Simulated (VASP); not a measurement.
Here is a VASP 6.6.1 calculation.

The input INCAR:

```
PREC = Accurate ; ENCUT = 600
EDIFF = 1E-7 ; ISMEAR = -1
SIGMA = 0.05 ; LREAL = False
LASPH = True ; NELM = 100
ALGO = Normal ; ISIF = 3
LWAVE = False ; LCHARG = False
GGA = PS ; IBRION = 2
NSW = 80 ; EDIFFG = -0.02
PSTRESS = 50.0
```

Contents of KPOINTS:

```
Automatic mesh
0
Gamma
  10 10 10
```

The input POSCAR:

```
BP
1.0
    0.0000000000      2.2690000000      2.2690000000
    2.2690000000      0.0000000000      2.2690000000
    2.2690000000      2.2690000000      0.0000000000
P B
1 1
Direct
    0.7500000000      0.7500000000      0.7500000000
    0.0000000000      0.0000000000      0.0000000000
```

Potentials or basis: VASP PAW PBE potentials, release 64 (P, B).

Command:

```bash
$ cat potpaw_PBE.64/P/POTCAR potpaw_PBE.64/B/POTCAR > POTCAR
$ mpirun -np 1 vasp_std > vasp.out
```

Question: Estimate the band gap on the k mesh.

Answer: 1.08 eV (least direct gap 3.42 eV).

Question: Predict the relaxed cell.

Answer: a = 3.167 Å, b = 3.167 Å, c = 3.167 Å, α = 60.00°, β = 60.00°, γ = 60.00°.

Question: Estimate the space group after relaxing (to 0.1 Å).

Answer: F-43m (No. 216).

Question: What does it give for the relaxed volume?

Answer: 11.23 Å³/atom.

The path:
```csv
step,energy change (eV),largest force (eV/Å),pressure (GPa),volume (Å³)
1,0.0000,0.0000,-1.85,23.36
2,0.0471,0.0000,11.80,21.71
3,0.0081,0.0000,4.97,22.47
```

Caveat: the cell is relaxed towards a set pressure, so the run minimises the enthalpy, not the energy; the PAW data sets were made with another functional, which shifts forces and pressure a little. A k mesh can miss the band edges.
